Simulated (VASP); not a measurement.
SnTe, 2 atoms in the cell. Symmetry: Fm-3m, No. 225, cubic system. The conventional cell has a = 6.302 Å, b = 6.302 Å, c = 6.302 Å, α = 90.00°, β = 90.00°, γ = 90.00°. Te (site symmetry m-3m) has 6 Sn at 3.15 Å within 4.1 Å. Within 4.1 Å of Sn (site symmetry m-3m) lie 6 Te at 3.15 Å. 

| Property | Result |
| --- | --- |
| Program | VASP 6.6.1 |
| Task | single point |
| Functional | PBE-based screened hybrid with 40 % exact exchange |
| Potentials or basis | VASP PAW PBE potentials, release 64 (Te, Sn_d) |
| Cutoff | 520 eV |
| k mesh | 4 × 4 × 4 |
| Occupations | fermi-dirac, width 0.05 eV |
| Spin | no spin polarisation |
| Dipole correction | no |
| Grid for exact exchange (PRECFOCK) | Normal |
| Share of exact exchange | 0.4 |
| Further INCAR settings | ALGO = Normal; EDIFF = 1e-06; NBANDS = 17 |
| Screening parameter | 0.2 1/Å |

Potentials or basis: VASP PAW PBE potentials, release 64 (Te, Sn_d).

The run is started by

```console
$ cat potpaw_PBE.64/Te/POTCAR potpaw_PBE.64/Sn_d/POTCAR > POTCAR
$ cp INCAR.step1 INCAR
$ mpirun -np 1 vasp_std > vasp.out
$ cp INCAR.step2 INCAR
$ mpirun -np 1 vasp_std > vasp.out
```

Hardware: 1 thread of AMD EPYC 9R45 96-Core Processor (Zen 5), with other jobs on the host.

How long does it take, and how much memory?

It took 7.7 min on 1 thread of AMD EPYC 9R45 96-Core Processor (Zen 5), on a shared host, peak memory 0.29 GiB. Counts: k points 8.
